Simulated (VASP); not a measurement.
Crystal: GaAs.

```
Ga As
1.0
     0.00000    2.87509    2.87509
     2.87509    0.00000    2.87509
     2.87509    2.87509    0.00000
Ga As
1 1
Direct
  0.00000 0.00000 0.00000
  0.25000 0.25000 0.25000
```

Program: VASP 6.6.1. Alike in all runs: task single point; cell as given.

Question: Order these runs on this cell by their pressure, lowest first.
A. level PBE+D3(BJ); potentials or basis VASP PAW PBE potentials, release 64 (Ga_d, As); spin collinear, zero start; k mesh 2 × 2 × 2; cutoff (eV) 520; smearing gaussian 0.1 eV
B. level LDA; potentials or basis VASP PAW LDA potentials, release 64 (Ga_d, As); spin off; k mesh 1 × 1 × 1; cutoff (eV) 500; smearing methfessel-paxton 0.1 eV
C. level PBE+U; potentials or basis VASP PAW PBE potentials, release 64 (Ga_d, As); spin off; U Ga d U = 4.1 eV; k mesh 1 × 2 × 4; cutoff (eV) 500; smearing gaussian 0.1 eV
D. level PBE+U; potentials or basis VASP PAW PBE potentials, release 64 (Ga_d, As); spin off; U Ga d U = 5.0 eV; k mesh 4 × 4 × 4; cutoff (eV) 500; smearing tetrahedron
E. level PBEsol+U; potentials or basis VASP PAW PBE potentials, release 64 (Ga_d, As); spin off; U Ga d U = 4.5 eV; k mesh 2 × 2 × 2; cutoff (eV) 520; smearing fermi-dirac 0.021 eV

Answer: D (-1.6 GPa), E (0.9 GPa), A (5.7 GPa), C (8.3 GPa), B (86.4 GPa).

Caveats: all runs use coarse meshes; the U is typed as a test and isn't derived for this compound (some runs); the PAW data sets were made with another functional, which shifts forces and pressure a little (some runs); U without spin polarisation on a metal has little footing (some runs).
